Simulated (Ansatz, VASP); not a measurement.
ZnS: VASP beside Ansatz

```
CELL_PARAMETERS angstrom
0.00000 2.77491 2.59525
2.77491 0.00000 2.59525
2.77491 2.77491 0.00000
ATOMIC_POSITIONS crystal
Zn 0.00000 0.00000 0.00000
S 0.25000 0.25000 0.25000
```

Change from the starting cell: epitaxial_xy strain +3.0%.

Alike in both runs: task single point; functional HSE06; k mesh 6 × 6 × 6; no spin polarisation.

|  | VASP | Ansatz |
| --- | --- | --- |
| version | VASP 6.6.1 | Ansatz 0.2.0 |
| potentials or method | VASP PAW PBE potentials, release 64 (Zn, S) | plane waves, PAW |
| plane-wave cutoff (eV) | 520 | 420 |
| occupations | gaussian, width 0.01 eV | fixed |
| valence electrons in the cell | 18 | 18 |

```csv
,VASP,Ansatz,Ansatz less VASP
gap on the k mesh at the Fermi level (eV),3.11,3.12,+0.011
pressure (GPa),-0.2,-0.2,+0.02
"traceless stress, the component that is largest in VASP (GPa)",1.67,1.67,-0.003
```

Ansatz's warnings: stress exchange threshold loose, stress scf threshold loose.
